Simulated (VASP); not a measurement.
# InPd (R3m) in VASP: a series of runs, part 2 of 2

VASP 6.6.1. Earlier steps stand in the parts before.

**3. Single point, r2SCAN**

File POSCAR:

```
InPd
1.0
    3.2718847800      0.0000000000      0.0000000000
    0.0000000000      3.2718847800      0.0000000000
    0.0000000000      0.0000000000      3.2718847800
In Pd
1 1
Direct
    0.0000000000      0.0000000000      0.0000000000
    0.4338282472      0.4338282472      0.4338282472
```

File INCAR.step1:

```
ALGO     = Normal         # electronic algorithm
EDIFF    = 1E-4           # SCF threshold, eV
ENCUT    = 520            # plane-wave cutoff, eV
GGA      = PE             # functional
ISMEAR   = 0              # smearing method
LASPH    = T              # aspherical terms in the spheres
LCHARG   = F              # write CHGCAR
LREAL    = F              # projectors in reciprocal space
LWAVE    = T              # write WAVECAR
NBANDS   = 18             # bands
NELM     = 100            # most SCF steps
PREC     = Accurate       # precision mode
SIGMA    = 0.15           # smearing width, eV
```

File INCAR.step2:

```
ALGO     = Normal         # electronic algorithm
EDIFF    = 1E-7           # SCF threshold, eV
ENCUT    = 520            # plane-wave cutoff, eV
ISIF     = 2              # what is computed and relaxed
ISMEAR   = 0              # smearing method
ISTART   = 1            
LASPH    = T              # aspherical terms in the spheres
LCHARG   = F              # write CHGCAR
LMIXTAU  = T            
LREAL    = F              # projectors in reciprocal space
LWAVE    = F              # write WAVECAR
METAGGA  = R2SCAN         # meta-GGA
NBANDS   = 18             # bands
NELM     = 100            # most SCF steps
PREC     = Accurate       # precision mode
SIGMA    = 0.15           # smearing width, eV
```

File KPOINTS:

```
k-points
0
Gamma
  14 14 14
```

Potentials or basis: VASP PAW PBE potentials, release 64 (In_d, Pd).

On the command line:

```console
cat potpaw_PBE.64/In_d/POTCAR potpaw_PBE.64/Pd/POTCAR > POTCAR
cp INCAR.step1 INCAR
mpirun -np 1 vasp_std > vasp.out
cp INCAR.step2 INCAR
mpirun -np 1 vasp_std > vasp.out
```

OUTCAR:

```text
EDIFF = 1E-7
   ENCUT = 520
   ISIF = 2
   ISMEAR = 0
   ISTART = 1
   LASPH = T
   LREAL = F
   METAGGA = R2SCAN
   NELM = 100
   PREC = Accurate

 ion  position               nearest neighbor table
   1  0.000  0.000  0.000-   2 2.46   2 2.73   2 2.73   2 2.73   2 2.98   2 2.98   2 2.98   2 3.21

   2  0.434  0.434  0.434-   1 2.46   1 2.73   1 2.73   1 2.73   1 2.98   1 2.98   1 2.98   1 3.21

  LATTYP: Found a simple cubic cell.
 ALAT       =     3.2718847800

[... 692 lines left out ...]

------------------------ aborting loop because EDIFF is reached ----------------------------------------

  FORCE on cell =-STRESS in cart. coord.  units (eV):
  Direction    XX          YY          ZZ          XY          YZ          ZX
  --------------------------------------------------------------------------------------
  -------------------------------------------------------------------------------------
  Total        1.7082802      1.7082802      1.7082802      1.2183491      1.2183491      1.2183491
  in kB       78.1404099     78.1404099     78.1404099     55.7299080     55.7299080     55.7299080
  external PRESSURE =      78.1404099 kB  Pullay stress =       0.0000000 kB

 VOLUME and BASIS-vectors are now :
 -----------------------------------------------------------------------------
  energy-cutoff  :      520.00
  volume of cell :       35.03
      direct lattice vectors                 reciprocal lattice vectors
     3.271884780  0.000000000  0.000000000     0.305634234  0.000000000  0.000000000
     0.000000000  3.271884780  0.000000000     0.000000000  0.305634234  0.000000000
     0.000000000  0.000000000  3.271884780     0.000000000  0.000000000  0.305634234

 POSITION                                       TOTAL-FORCE (eV/Angst)
 -----------------------------------------------------------------------------------
      0.00000      0.00000      0.00000        -1.337064     -1.337064     -1.337064
      1.41944      1.41944      1.41944         1.337064      1.337064      1.337064
 -----------------------------------------------------------------------------------
    total drift:                                0.000051      0.000051      0.000048

  FREE ENERGIE OF THE ION-ELECTRON SYSTEM (eV)
  ---------------------------------------------------
  free  energy   TOTEN  =       -46.2917213251 eV

  energy  without entropy=      -46.2846195149  energy(sigma->0) =      -46.28817042
```

OUTCAR.step1:

```text
EDIFF = 1E-4
   ENCUT = 520
   GGA = PE
   ISMEAR = 0
   LASPH = T
[... 725 lines left out ...]
 -----------------------------------------------------------------------------------
      0.00000      0.00000      0.00000        -1.379917     -1.379917     -1.379917
      1.41944      1.41944      1.41944         1.379917      1.379917      1.379917
 -----------------------------------------------------------------------------------
    total drift:                               -0.002172     -0.002172     -0.002175

  FREE ENERGIE OF THE ION-ELECTRON SYSTEM (eV)
  ---------------------------------------------------
  free  energy   TOTEN  =        -8.3694660591 eV

  energy  without entropy=       -8.3615722294  energy(sigma->0) =       -8.36551914
```

Wall time 8.5 min (1 thread of AMD EPYC 7R43 (Zen 3), shared host); peak memory 0.26 GiB.

What came out:

```
Free energy   : -46.2917 eV
Pressure      : 7.8 GPa
Largest force : 2.316 eV/Å
```

Forces on the atoms (eV/Å):
```
In  -1.337 -1.337 -1.337
Pd   1.337  1.337  1.337
```

Levels at points of the mesh, in eV from the Fermi level:
```csv
k point,band 9,band 10,band 11,band 12,band 13,band 14
"(0.00, 0.00, 0.00)",-2.65,-2.60,-2.60,4.72,4.74,4.74
"(0.50, 0.00, 0.00)",-3.54,-3.47,-2.59,-1.33,8.80,9.19
"(0.50, 0.50, 0.00)",-3.15,-2.35,-2.18,-2.00,1.46,2.49
"(0.50, 0.50, 0.50)",-1.97,-1.97,0.26,2.90,3.42,3.42
```

Caveat: the cell differs from its parent crystal (all Pd atoms moved +0.375 Å, as atom 2 towards its neighbour atom 1 (In) at 2.834 Å); the PAW data sets were made with another functional, which shifts forces and pressure a little; spin-orbit coupling is left out, which moves the levels of the heavy elements.

**4. Single point, r2SCAN**

POSCAR: that of step 3 with these lines changed.

```diff
@@ -9,2 +9,2 @@
     0.0000000000      0.0000000000      0.0000000000
-    0.4338282472      0.4338282472      0.4338282472
+    0.5441145019      0.5441145019      0.5441145019
```

File INCAR.step1:

```
SYSTEM = InPd
PREC = Accurate
ENCUT = 520
ISMEAR = 0
SIGMA = 0.15
LREAL = .FALSE.
LASPH = .TRUE.
NELM = 100
NBANDS = 18
GGA = PE
ALGO = Normal
EDIFF = 1E-4
LWAVE = .TRUE.
LCHARG = .FALSE.
```

File INCAR.step2:

```
SYSTEM = InPd
PREC = Accurate
ENCUT = 520
EDIFF = 1E-6
ISMEAR = 0
SIGMA = 0.15
LREAL = .FALSE.
LASPH = .TRUE.
NELM = 100
ALGO = Normal
ISIF = 2
LWAVE = .FALSE.
LCHARG = .FALSE.
METAGGA = R2SCAN
LMIXTAU = .TRUE.
NBANDS = 18
ISTART = 1
```

File KPOINTS:

```
Automatic mesh
0
G
  14 14 14
  0 0 0
```

On the command line:

```console
cat potpaw_PBE.64/In_d/POTCAR potpaw_PBE.64/Pd/POTCAR > POTCAR
cp INCAR.step1 INCAR
mpirun -np 1 vasp_std > vasp.out
cp INCAR.step2 INCAR
mpirun -np 1 vasp_std > vasp.out
```

Run time: 8 min. Hardware: 1 thread of AMD EPYC 7R43 (Zen 3), shared host; peak memory 0.26 GiB.

It converged, with:

| Item | Value |
| --- | --- |
| Free energy | -46.5079 eV |
| Pressure | 3.3 GPa |
| Largest force | 1.232 eV/Å |

Forces in eV/Å, atoms in the order of the input:
```
In   0.711  0.711  0.711
Pd  -0.711 -0.711 -0.711
```

Stress tensor (GPa, compression positive):
```
3.26 2.25 2.25
2.25 3.26 2.25
2.25 2.25 3.26
```

Levels at points of the mesh, in eV from the Fermi level:
| k point | band 9 | band 10 | band 11 | band 12 | band 13 | band 14 |
| --- | --- | --- | --- | --- | --- | --- |
| (0.00, 0.00, 0.00) | -2.56 | -2.53 | -2.53 | 4.55 | 4.56 | 4.56 |
| (0.50, 0.00, 0.00) | -3.52 | -3.48 | -2.57 | -1.30 | 9.20 | 9.54 |
| (0.50, 0.50, 0.00) | -3.05 | -2.42 | -2.34 | -1.95 | 1.51 | 2.50 |
| (0.50, 0.50, 0.50) | -1.91 | -1.91 | 0.20 | 3.24 | 3.62 | 3.62 |

Caveat: the cell differs from its parent crystal (all Pd atoms moved -0.250 Å, as atom 2 towards its neighbour atom 1 (In) at 2.834 Å); the PAW data sets were made with another functional, which shifts forces and pressure a little; spin-orbit coupling is left out, which moves the levels of the heavy elements.
